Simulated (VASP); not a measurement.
# Rh (Fm-3m) in VASP: further runs, part 2 of 2

VASP 6.6.1. Earlier steps stand in the parts before.

### 3 Electric field gradients, PBE (volume scaled by 1.01)

INCAR reads:

```
SYSTEM = Rh
ALGO = Normal
EDIFF = 1E-8
ENCUT = 520
GGA = PE
ISIF = 2
ISMEAR = -1
LASPH = .True.
LCHARG = .False.
LEFG = .True.
LREAL = .False.
LWAVE = .False.
NBANDS = 14
NELM = 80
PREC = Accurate
SIGMA = 0.08
```

KPOINTS reads:

```
k-points
0
Gamma
  16 16 16
  0 0 0
```

POSCAR reads:

```
Rh
1.0
    0.0000000000      1.9078674883      1.9078674883
    1.9078674883      0.0000000000      1.9078674883
    1.9078674883      1.9078674883      0.0000000000
Rh
1
Direct
    0.0000000000      0.0000000000      0.0000000000
```

Potentials or basis: VASP PAW PBE potentials, release 64 (Rh_pv).

The run is started by

```sh
$ cat potpaw_PBE.64/Rh_pv/POTCAR > POTCAR
$ mpirun -np 1 vasp_std > vasp.out
```

OUTCAR:

```text
SYSTEM = Rh
   EDIFF = 1E-8
   ENCUT = 520
   GGA = PE
   ISIF = 2
   ISMEAR = -1
   LASPH = .True.
   LREAL = .False.
   NELM = 80
   PREC = Accurate

 ion  position               nearest neighbor table
   1  0.000  0.000  0.000-

  LATTYP: Found a face centered cubic cell.
 ALAT       =     3.8157349766

  Lattice vectors:

 A1 = (   0.0000000000,   1.9078674883,   1.9078674883)
 A2 = (   1.9078674883,   0.0000000000,   1.9078674883)
 A3 = (   1.9078674883,   1.9078674883,   0.0000000000)

Analysis of symmetry for initial positions (statically):
=====================================================================
 Subroutine PRICEL returns:
 Original cell was already a primitive cell.

 Routine SETGRP: Setting up the symmetry group for a
 face centered cubic supercell.

 Subroutine GETGRP returns: Found 48 space group operations
 (whereof 48 operations were pure point group operations)
 out of a pool of 48 trial point group operations.

The static configuration has the point symmetry O_h .

Analysis of symmetry for dynamics (positions and initial velocities):
=====================================================================
 Subroutine PRICEL returns:
 Original cell was already a primitive cell.

 Routine SETGRP: Setting up the symmetry group for a
 face centered cubic supercell.

 Subroutine GETGRP returns: Found 48 space group operations
 (whereof 48 operations were pure point group operations)
 out of a pool of 48 trial point group operations.

The dynamic configuration has the point symmetry O_h .
[... 161 lines left out ...]
      9      10.7439      1.99999
     10      27.7211      0.00000
     11      32.2863      0.00000
     12      33.1242      0.00000
     13      33.1242      0.00000
     14      33.1242      0.00000
[... 377 lines left out ...]
      1     -34.7067      2.00000
      2     -34.6602      2.00000
      3     -34.6451      2.00000
      4       4.2426      2.00000
      5       8.4949      2.00000
      6       8.8351      2.00000
      7       8.8819      2.00000
      8      10.5607      2.00000
      9      10.7690      1.99998
     10      28.2906      0.00000
     11      31.4335      0.00000
     12      32.2875      0.00000
     13      33.1628      0.00000
     14      33.9700      0.00000

 [... further k-points ...]

------------------------ aborting loop because EDIFF is reached ----------------------------------------

  FORCE on cell =-STRESS in cart. coord.  units (eV):
  Direction    XX          YY          ZZ          XY          YZ          ZX
  --------------------------------------------------------------------------------------
  -------------------------------------------------------------------------------------
  Total        0.2846374      0.2846374      0.2846374      0.0000000      0.0000000     -0.0000000
  in kB       32.8343098     32.8343098     32.8343098      0.0000000      0.0000000     -0.0000000
  external PRESSURE =      32.8343098 kB  Pullay stress =       0.0000000 kB

 VOLUME and BASIS-vectors are now :
 -----------------------------------------------------------------------------
  energy-cutoff  :      520.00
  volume of cell :       13.89
      direct lattice vectors                 reciprocal lattice vectors
     0.000000000  1.907867488  1.907867488    -0.262072708  0.262072708  0.262072708
     1.907867488  0.000000000  1.907867488     0.262072708 -0.262072708  0.262072708
     1.907867488  1.907867488  0.000000000     0.262072708  0.262072708 -0.262072708

 POSITION                                       TOTAL-FORCE (eV/Angst)
 -----------------------------------------------------------------------------------
      0.00000      0.00000      0.00000        -0.000000     -0.000000      0.000000
 -----------------------------------------------------------------------------------
    total drift:                                0.000000     -0.000000     -0.000000

  FREE ENERGIE OF THE ION-ELECTRON SYSTEM (eV)
  ---------------------------------------------------
  free  energy   TOTEN  =        -7.2716458100 eV

  energy  without entropy=       -7.2415943410  energy(sigma->0) =       -7.25662008

 Electric field gradients (V/A^2)
---------------------------------------------------------------------
 ion       V_xx      V_yy      V_zz      V_xy      V_xz      V_yz
---------------------------------------------------------------------
   1      -0.000     0.000    -0.000     0.000     0.000     0.000
---------------------------------------------------------------------

 Electric field gradients after diagonalization (V/A^2)
 (convention: |V_zz| > |V_xx| > |V_yy|)
----------------------------------------------------------------------
 ion       V_xx      V_yy      V_zz     asymmetry (V_yy - V_xx)/ V_zz
----------------------------------------------------------------------
   1      -0.000    -0.000     0.001       0.000
----------------------------------------------------------------------

           NMR quadrupolar parameters

 Cq : quadrupolar parameter    Cq=e*Q*V_zz/h
 eta: asymmetry parameters     (V_yy - V_xx)/ V_zz
 Q  : nuclear electric quadrupole moment in mb (millibarn)
----------------------------------------------------------------------
 ion       Cq(MHz)       eta       Q (mb)
----------------------------------------------------------------------
   1       0.000       0.000       1.000
----------------------------------------------------------------------
```

stdout:

```text
POSCAR found type information on POSCAR Rh
 POSCAR found :  1 types and       1 ions
 scaLAPACK will be used
 LDA part: xc-table for (Slater+PW92), standard interpolation
 POSCAR, INCAR and KPOINTS ok, starting setup
 FFT: planning ... GRIDC
 FFT: planning ... GRID_SOFT
 FFT: planning ... GRID
 WAVECAR not read
 entering main loop
ion   1
```

It took 9.9 s on 1 thread of Intel Xeon 6975P-C (Granite Rapids), shared host; peak memory 0.14 GiB.

Results:

* Free energy: -7.2716 eV
* Pressure: 3.3 GPa

Caveat: without QUAD_EFG the Cq values of the log hold for a quadrupole moment of 1 mb, not for the nuclei.

### 4 Electric field gradients, PBE (volume scaled by 1.04)

INCAR reads:

```
SYSTEM = Rh
ALGO = Normal ; EDIFF = 1E-8
ENCUT = 520 ; GGA = PE
ISIF = 2 ; ISMEAR = -1
LASPH = .True. ; LCHARG = .False.
LEFG = .True. ; LREAL = .False.
LWAVE = .False. ; NBANDS = 14
NELM = 60 ; PREC = Accurate
SIGMA = 0.08
```

KPOINTS is that of step 3.

POSCAR reads:

```
Rh
1.0
    0.0000000000      1.9265732643      1.9265732643
    1.9265732643      0.0000000000      1.9265732643
    1.9265732643      1.9265732643      0.0000000000
Rh
1
Direct
    0.0000000000      0.0000000000      0.0000000000
```

Potentials or basis: VASP PAW PBE potentials, release 64 (Rh_pv).

The run is started by

```sh
$ cat potpaw_PBE.64/Rh_pv/POTCAR > POTCAR
$ mpirun -np 1 vasp_std > vasp.out
```

OUTCAR:

```text
SYSTEM = Rh
   EDIFF = 1E-8
   ENCUT = 520
   GGA = PE
   ISIF = 2
   ISMEAR = -1
   LASPH = .True.
   LREAL = .False.
   NELM = 60
   PREC = Accurate

 ion  position               nearest neighbor table
   1  0.000  0.000  0.000-

  LATTYP: Found a face centered cubic cell.
 ALAT       =     3.8531465286

  Lattice vectors:

 A1 = (   0.0000000000,   1.9265732643,   1.9265732643)
 A2 = (   1.9265732643,   0.0000000000,   1.9265732643)
 A3 = (   1.9265732643,   1.9265732643,   0.0000000000)

Analysis of symmetry for initial positions (statically):
=====================================================================
 Subroutine PRICEL returns:
 Original cell was already a primitive cell.

 Routine SETGRP: Setting up the symmetry group for a
 face centered cubic supercell.

[... 588 lines left out ...]
  external PRESSURE =     -41.1894009 kB  Pullay stress =       0.0000000 kB

 VOLUME and BASIS-vectors are now :
 -----------------------------------------------------------------------------
  energy-cutoff  :      520.00
  volume of cell :       14.30
      direct lattice vectors                 reciprocal lattice vectors
     0.000000000  1.926573264  1.926573264    -0.259528153  0.259528153  0.259528153
     1.926573264  0.000000000  1.926573264     0.259528153 -0.259528153  0.259528153
     1.926573264  1.926573264  0.000000000     0.259528153  0.259528153 -0.259528153

 POSITION                                       TOTAL-FORCE (eV/Angst)
 -----------------------------------------------------------------------------------
      0.00000      0.00000      0.00000         0.000000      0.000000      0.000000
 -----------------------------------------------------------------------------------
    total drift:                                0.000000      0.000000      0.000000

  FREE ENERGIE OF THE ION-ELECTRON SYSTEM (eV)
  ---------------------------------------------------
  free  energy   TOTEN  =        -7.2705376975 eV

  energy  without entropy=       -7.2390737381  energy(sigma->0) =       -7.25480572

 Electric field gradients (V/A^2)
---------------------------------------------------------------------
 ion       V_xx      V_yy      V_zz      V_xy      V_xz      V_yz
---------------------------------------------------------------------
   1       0.000     0.000     0.000    -0.000    -0.000    -0.000
---------------------------------------------------------------------

 Electric field gradients after diagonalization (V/A^2)
 (convention: |V_zz| > |V_xx| > |V_yy|)
----------------------------------------------------------------------
 ion       V_xx      V_yy      V_zz     asymmetry (V_yy - V_xx)/ V_zz
----------------------------------------------------------------------
   1       0.000     0.000    -0.000       0.000
----------------------------------------------------------------------

           NMR quadrupolar parameters

 Cq : quadrupolar parameter    Cq=e*Q*V_zz/h
 eta: asymmetry parameters     (V_yy - V_xx)/ V_zz
 Q  : nuclear electric quadrupole moment in mb (millibarn)
----------------------------------------------------------------------
 ion       Cq(MHz)       eta       Q (mb)
----------------------------------------------------------------------
   1      -0.000       0.000       1.000
----------------------------------------------------------------------
```

stdout:

```text
POSCAR found type information on POSCAR Rh
 POSCAR found :  1 types and       1 ions
 scaLAPACK will be used
 LDA part: xc-table for (Slater+PW92), standard interpolation
 POSCAR, INCAR and KPOINTS ok, starting setup
 FFT: planning ... GRIDC
 FFT: planning ... GRID_SOFT
 FFT: planning ... GRID
 WAVECAR not read
 entering main loop
ion   1
```

Run time: 9.9 s. Hardware: 1 thread of Intel Xeon 6975P-C (Granite Rapids), shared host; peak memory 0.14 GiB.

Results:

```
Free energy : -7.2705 eV
Pressure    : -4.1 GPa
```

Caveat: without QUAD_EFG the Cq values of the log hold for a quadrupole moment of 1 mb, not for the nuclei.
